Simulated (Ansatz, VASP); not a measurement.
One calculation of InP, two programs

```
CELL_PARAMETERS angstrom
0.00000 3.03307 2.93050
2.93050 0.00000 2.93050
2.93050 3.03307 0.00000
ATOMIC_POSITIONS crystal
In 0.00000 0.00000 0.00000
P 0.75000 0.75000 0.75000
```

Change from the starting cell: strain +0.0350 x Voigt [0, 1, 0, 0, 0, 0], atoms carried along.

Alike in both runs: task single point; functional PBE; k mesh 8 × 8 × 8; occupations gaussian, width 0.05 eV; no spin polarisation.

```csv
,VASP,Ansatz
version,VASP 6.6.1,Ansatz 0.2.0
potentials or method,"VASP PAW PBE potentials, release 64 (In_d, P), cutoff 520 eV","scalar-relativistic, plane waves, PAW"
valence electrons in the cell,18,18
```

|  | VASP | Ansatz | Ansatz less VASP |
| --- | --- | --- | --- |
| gap on the k mesh at the Fermi level (eV) | 0.46 | 0.47 | +0.003 |
| least direct gap on the mesh (eV) | 0.46 | 0.47 | +0.003 |
| pressure (GPa) | 0.9 | 0.9 | +0.05 |
| traceless stress, the component that is largest in VASP (GPa) | -1.00 | -1.00 | +0.001 |
